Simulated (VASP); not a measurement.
# CsH (Fm-3m) in VASP: further runs

CsH is run at these levels: r2SCAN; tasks: electric field gradients.

All numbers are computed with VASP 6.6.1; they aren't measurements. Logs are shortened: lines on timing, memory, paths and dates and some standing lists are left out, and cuts for length are marked.

## Step 1: The cell of the first run

The structure is cubic, space group Fm-3m (No. 225). Conventional cell: a = 6.253 Å, b = 6.253 Å, c = 6.253 Å, α = 90.00°, β = 90.00°, γ = 90.00°. Cs (site symmetry m-3m) has 6 H at 3.13 Å within 4.1 Å. H (site symmetry m-3m) has 6 Cs at 3.13 Å within 4.1 Å.

## Step 2: Electric field gradients, r2SCAN (volume scaled by 0.9405)

Input file POSCAR:

```
CsH
1.0
    0.0000000000      3.1266626755      3.1266626755
    3.1266626755      0.0000000000      3.1266626755
    3.1266626755      3.1266626755      0.0000000000
Cs H
1 1
Direct
    0.0000000000      0.0000000000      0.0000000000
    0.5000000000      0.5000000000      0.5000000000
```

Input file INCAR.step1:

```
SYSTEM = CsH
PREC = Accurate ; ENCUT = 520
ISMEAR = -1 ; SIGMA = 0.02
LREAL = .FALSE. ; LASPH = .TRUE.
NELM = 60 ; NBANDS = 12
GGA = PE ; ALGO = Normal
EDIFF = 1E-4 ; LWAVE = .TRUE.
LCHARG = .FALSE.
```

Input file INCAR.step2:

```
SYSTEM = CsH
PREC = Accurate ; ENCUT = 520
EDIFF = 1E-8 ; ISMEAR = -1
SIGMA = 0.02 ; LREAL = .FALSE.
LASPH = .TRUE. ; NELM = 60
ALGO = Normal ; ISIF = 2
LWAVE = .FALSE. ; LCHARG = .FALSE.
METAGGA = R2SCAN ; LMIXTAU = .TRUE.
LEFG = .TRUE. ; NBANDS = 12
ISTART = 1
```

Input file KPOINTS:

```
regular mesh
0
G
  7 7 7
  0 0 0
```

Potentials or basis: VASP PAW PBE potentials, release 64 (Cs_sv, H).

The run is started by

```sh
> cat potpaw_PBE.64/Cs_sv/POTCAR potpaw_PBE.64/H/POTCAR > POTCAR
> cp INCAR.step1 INCAR
> mpirun -np 1 vasp_std > vasp.out
> cp INCAR.step2 INCAR
> mpirun -np 1 vasp_std > vasp.out
```

OUTCAR:

```text
SYSTEM = CsH
   PREC = Accurate
   ENCUT = 520
   EDIFF = 1E-8
   ISMEAR = -1
   LREAL = .FALSE.
   LASPH = .TRUE.
   NELM = 60
   ISIF = 2
   METAGGA = R2SCAN
   ISTART = 1

 ion  position               nearest neighbor table
   1  0.000  0.000  0.000-
   2  0.500  0.500  0.500-

  LATTYP: Found a face centered cubic cell.
 ALAT       =     6.2533253510

  Lattice vectors:

 A1 = (   0.0000000000,   3.1266626755,   3.1266626755)
 A2 = (   3.1266626755,   0.0000000000,   3.1266626755)
 A3 = (   3.1266626755,   3.1266626755,   0.0000000000)

Analysis of symmetry for initial positions (statically):
=====================================================================
 Subroutine PRICEL returns:
 Original cell was already a primitive cell.

 Routine SETGRP: Setting up the symmetry group for a
 face centered cubic supercell.

 Subroutine GETGRP returns: Found 48 space group operations
 (whereof 48 operations were pure point group operations)
 out of a pool of 48 trial point group operations.

The static configuration has the point symmetry O_h .

Analysis of symmetry for dynamics (positions and initial velocities):
=====================================================================
 Subroutine PRICEL returns:
 Original cell was already a primitive cell.

 Routine SETGRP: Setting up the symmetry group for a
 face centered cubic supercell.

 Subroutine GETGRP returns: Found 48 space group operations
 (whereof 48 operations were pure point group operations)
 out of a pool of 48 trial point group operations.

The dynamic configuration has the point symmetry O_h .

 Subroutine INISYM returns: Found 48 space group operations
 (whereof 48 operations are pure point group operations),
 and found     1 'primitive' translations

----------------------------------------------------------------------------------------

                                     Primitive cell

  volume of cell :      61.1326

  direct lattice vectors                    reciprocal lattice vectors
     0.000000000  3.126662675  3.126662675    -0.159914916  0.159914916  0.159914916
     3.126662675  0.000000000  3.126662675     0.159914916 -0.159914916  0.159914916
     3.126662675  3.126662675  0.000000000     0.159914916  0.159914916 -0.159914916

  length of vectors
     4.421768761  4.421768761  4.421768761     0.276980760  0.276980760  0.276980760

  position of ions in fractional coordinates (direct lattice)
     0.000000000  0.000000000  0.000000000
     0.500000000  0.500000000  0.500000000

  ion indices of the primitive-cell ions
   primitive index   ion index
                 1           1
                 2           2

----------------------------------------------------------------------------------------

 KPOINTS: regular mesh

Automatic generation of k-mesh.
 Grid dimensions read from file:
 generate k-points for:    7    7    7

 Generating k-lattice:

  Cartesian coordinates                     Fractional coordinates (reciprocal lattice)
    -0.022844988  0.022844988  0.022844988     0.142857143  0.000000000  0.000000000
     0.022844988 -0.022844988  0.022844988     0.000000000  0.142857143  0.000000000
     0.022844988  0.022844988 -0.022844988     0.000000000  0.000000000  0.142857143

  Length of vectors
     0.039568680  0.039568680  0.039568680

  Shift w.r.t. Gamma in fractional coordinates (k-lattice)
     0.000000000  0.000000000  0.000000000

 Subroutine IBZKPT returns following result:
 ===========================================

 Found     20 irreducible k-points:

 Following reciprocal coordinates:
            Coordinates               Weight
  0.000000  0.000000  0.000000      1.000000
  0.142857  0.000000  0.000000      8.000000
  0.285714  0.000000  0.000000      8.000000
  0.428571  0.000000  0.000000      8.000000
  0.142857  0.142857  0.000000      6.000000
  0.285714  0.142857  0.000000     24.000000
[... 12 lines left out ...]
 -0.428571  0.428571  0.142857     24.000000
 -0.285714  0.428571  0.142857     24.000000
   k-points           NKPTS =     20   k-points in BZ     NKDIM =     20   number of bands    NBANDS=     12
   number of dos      NEDOS =    301   number of ions     NIONS =      2
   total plane-waves  NPLWV =  46656
   dimension x,y,z NGX =    36 NGY =   36 NGZ =   36
   dimension x,y,z NGXF=    72 NGYF=   72 NGZF=   72
   ions per type =               1   1
   NGX,Y,Z   is equivalent  to a cutoff of  13.53, 13.53, 13.53 a.u.
   NGXF,Y,Z  is equivalent  to a cutoff of  27.07, 27.07, 27.07 a.u.
 SYSTEM =  CsH
   PREC   = accura    normal or accurate (medium, high low for compatibility)
   ISTART =      1    job   : 0-new  1-cont  2-samecut
   ICHARG =      0    charge: 1-file 2-atom 10-const
   ISPIN  =      1    spin polarized calculation?
   LNONCOLLINEAR =      F non collinear calculations
   LSORBIT =      F    spin-orbit coupling
   LASPH  =      T    aspherical Exc in radial PAW
   ENCUT  =  520.0 eV  38.22 Ry    6.18 a.u.   8.22  8.22  8.22*2*pi/ulx,y,z
   NELM   =     60;   NELMIN=  2; NELMDL=  0     # of ELM steps
   EDIFF  = 0.1E-07   stopping-criterion for ELM
   LREAL  =      F    real-space projection
   EDIFFG = 0.1E-06   stopping-criterion for IOM
   NSW    =      0    number of steps for IOM
   IBRION =     -1    ionic relax: 0-MD 1-quasi-New 2-CG
   NFREE  =      0    steps in history (QN), initial steepest desc. (CG)
   ISIF   =      2    stress and relaxation
   ISYM   =      2    0-nonsym 1-usesym 2-fastsym
   POTIM  = 0.5000    time-step for ionic-motion
   TEBEG  =    0.0;   TEEND  =   0.0 temperature during run
   PSTRESS=    0.0 pullay stress
   NELECT =      10.0000    total number of electrons
   NUPDOWN=      -1.0000    fix difference up-down
   EMIN   =  10.00;   EMAX   =-10.00  energy-range for DOS
   EFERMI =   0.00;   METHOD = LEGACY
   ISMEAR =    -1;   SIGMA  =   0.02  broadening in eV -4-tet -1-fermi 0-gaus
   EFERMI_NEDOS =   21; number of points for ismear=-14 and -15
   IALGO  =     38    algorithm
   IMIX   =      4    mixing-type and parameters
     AMIX     =   0.40;   BMIX     =  1.00
     AMIX_MAG =   1.60;   BMIX_MAG =  1.00
  volume/ion in A,a.u.               =      30.57       206.27
  Fermi-wavevector in a.u.,A,eV,Ry     =   0.895331  1.691931 10.906679  0.801618
  Thomas-Fermi vector in A             =   2.017650
   LORBIT       =      0    0 simple, 1 ext, 2 COOP (PROOUT), +10 PAW based schemes
   METAGGA = R2SCAN    functional components
   LHFCALC =     F    Hartree Fock is set to
   AEXX    =    0.0000 exact exchange contribution
   IVDW    =     0    specifies the selected vdW correction
   LEPSILON=     F    determine dielectric tensor
   LRPA    =     F    only Hartree local field effects (RPA)
 non-spin polarized calculation
  energy-cutoff  :      520.00
  volume of cell :       61.13
 maximum number of plane-waves:      1656
 NGX is ok and might be reduce to    36
   NGX = 17   NGY = 17   NGZ = 17

 number of electron      10.0000000 magnetization

 Free energy of the ion-electron system (eV)
  ---------------------------------------------------
  ext. energy  EPLUGINS =         0.00000000
  ---------------------------------------------------
  free energy    TOTEN  =       -28.97996081 eV

  energy without entropy =      -28.97996081  energy(sigma->0) =      -28.97996081

 E-fermi :   0.5554     XC(G=0):  -7.7928

 val. band max:        0.0721716126   @ k =   0.4286   0.0000   0.0000
 cond. band min:       2.9106715858   @ k =   0.4286   0.0000   0.0000
 fundamental gap:      2.8384999732
 Fermi energy:         0.5553746955

 k-point     1 :       0.0000    0.0000    0.0000
  band No.  band energies     occupation
      1     -21.9288      2.00000
      2      -7.9485      2.00000
      3      -7.9485      2.00000
      4      -7.9485      2.00000
      5      -1.5955      2.00000
      6       5.8550      0.00000
      7       5.8550      0.00000
      8       5.8550      0.00000
      9       6.7280      0.00000
     10       7.8735      0.00000
     11       7.8735      0.00000
     12       9.4850      0.00000

 k-point     2 :       0.1429    0.0000    0.0000
  band No.  band energies     occupation
      1     -21.9098      2.00000
      2      -8.1621      2.00000
      3      -7.9693      2.00000
      4      -7.9693      2.00000
      5      -1.2688      2.00000
      6       5.1587      0.00000
      7       6.0026      0.00000
      8       6.0026      0.00000
      9       6.5110      0.00000
     10       7.4479      0.00000
     11       7.4479      0.00000
     12      10.4334      0.00000

 k-point     3 :       0.2857    0.0000    0.0000
  band No.  band energies     occupation
      1     -21.8665      2.00000
      2      -8.5903      2.00000
      3      -8.0151      2.00000
      4      -8.0151      2.00000
      5      -0.5513      2.00000
      6       3.8469      0.00000
      7       5.8113      0.00000
      8       5.8113      0.00000
      9       6.8671      0.00000
     10       7.7734      0.00000
     11       7.7734      0.00000
     12      12.4447      0.00000
[... 226 lines left out ...]
 k-point    19 :      -0.4286    0.4286    0.1429
  band No.  band energies     occupation
      1     -21.7986      2.00000
      2      -8.6927      2.00000
      3      -8.3532      2.00000
      4      -8.2667      2.00000
      5      -0.7997      2.00000
      6       4.0317      0.00000
      7       5.3608      0.00000
      8       6.8871      0.00000
      9       8.7696      0.00000
     10       9.1804      0.00000
     11       9.9325      0.00000
     12      10.7782      0.00000

 k-point    20 :      -0.2857    0.4286    0.1429
  band No.  band energies     occupation
      1     -21.7955      2.00000
      2      -8.5712      2.00000
      3      -8.5461      2.00000
      4      -8.2505      2.00000
      5      -0.6218      2.00000
      6       4.3059      0.00000
      7       5.0584      0.00000
      8       6.3138      0.00000
      9       8.7361      0.00000
     10       9.0636      0.00000
     11       9.8267      0.00000
     12      10.9540      0.00000

------------------------ aborting loop because EDIFF is reached ----------------------------------------

  FORCE on cell =-STRESS in cart. coord.  units (eV):
  Direction    XX          YY          ZZ          XY          YZ          ZX
  --------------------------------------------------------------------------------------
  -------------------------------------------------------------------------------------
  Total        0.2625862      0.2625862      0.2625862     -0.0000000      0.0000000     -0.0000000
  in kB        6.8819163      6.8819163      6.8819163     -0.0000000      0.0000000     -0.0000000
  external PRESSURE =       6.8819163 kB  Pullay stress =       0.0000000 kB

 VOLUME and BASIS-vectors are now :
 -----------------------------------------------------------------------------
  energy-cutoff  :      520.00
  volume of cell :       61.13
      direct lattice vectors                 reciprocal lattice vectors
     0.000000000  3.126662675  3.126662675    -0.159914916  0.159914916  0.159914916
     3.126662675  0.000000000  3.126662675     0.159914916 -0.159914916  0.159914916
     3.126662675  3.126662675  0.000000000     0.159914916  0.159914916 -0.159914916

 POSITION                                       TOTAL-FORCE (eV/Angst)
 -----------------------------------------------------------------------------------
      0.00000      0.00000      0.00000         0.000000      0.000000      0.000000
      3.12666      3.12666      3.12666        -0.000000      0.000000     -0.000000
 -----------------------------------------------------------------------------------
    total drift:                               -0.000000      0.000000      0.000000

  FREE ENERGIE OF THE ION-ELECTRON SYSTEM (eV)
  ---------------------------------------------------
  free  energy   TOTEN  =       -28.9799608082 eV

  energy  without entropy=      -28.9799608082  energy(sigma->0) =      -28.97996081

 Electric field gradients (V/A^2)
---------------------------------------------------------------------
 ion       V_xx      V_yy      V_zz      V_xy      V_xz      V_yz
---------------------------------------------------------------------
   1       0.000     0.000    -0.000    -0.000    -0.000    -0.000
   2      -0.000     0.000    -0.000     0.001     0.001     0.001
---------------------------------------------------------------------

 Electric field gradients after diagonalization (V/A^2)
 (convention: |V_zz| > |V_xx| > |V_yy|)
----------------------------------------------------------------------
 ion       V_xx      V_yy      V_zz     asymmetry (V_yy - V_xx)/ V_zz
----------------------------------------------------------------------
   1       0.000     0.000    -0.001       0.000
   2      -0.001    -0.001     0.002       0.000
----------------------------------------------------------------------

           NMR quadrupolar parameters

 Cq : quadrupolar parameter    Cq=e*Q*V_zz/h
 eta: asymmetry parameters     (V_yy - V_xx)/ V_zz
 Q  : nuclear electric quadrupole moment in mb (millibarn)
----------------------------------------------------------------------
 ion       Cq(MHz)       eta       Q (mb)
----------------------------------------------------------------------
   1      -0.000       0.000       1.000
   2       0.000       0.000       1.000
----------------------------------------------------------------------
```

Run time: 2.5 min. Hardware: 1 thread of Intel Xeon 8259CL, shared host; peak memory 0.22 GiB.

What came out:

```
Free energy            : -28.9800 eV
Pressure               : 0.7 GPa
Band gap on the k mesh : 2.84 eV, direct
```

Levels at points of the mesh, in eV from the valence-band top:
```csv
k point,band 2,band 3,band 4,band 5,band 6,band 7,band 8,band 9
"(0.00, 0.00, 0.00)",-8.02,-8.02,-8.02,-1.67,5.78,5.78,5.78,6.66
```

Caveat: without QUAD_EFG the Cq values of the log hold for a quadrupole moment of 1 mb, not for the nuclei; the PAW data sets were made with another functional, which shifts forces and pressure a little; spin-orbit coupling is left out, which moves the levels of the heavy elements. A k mesh can miss the band edges.

[end of part 1 of 3]
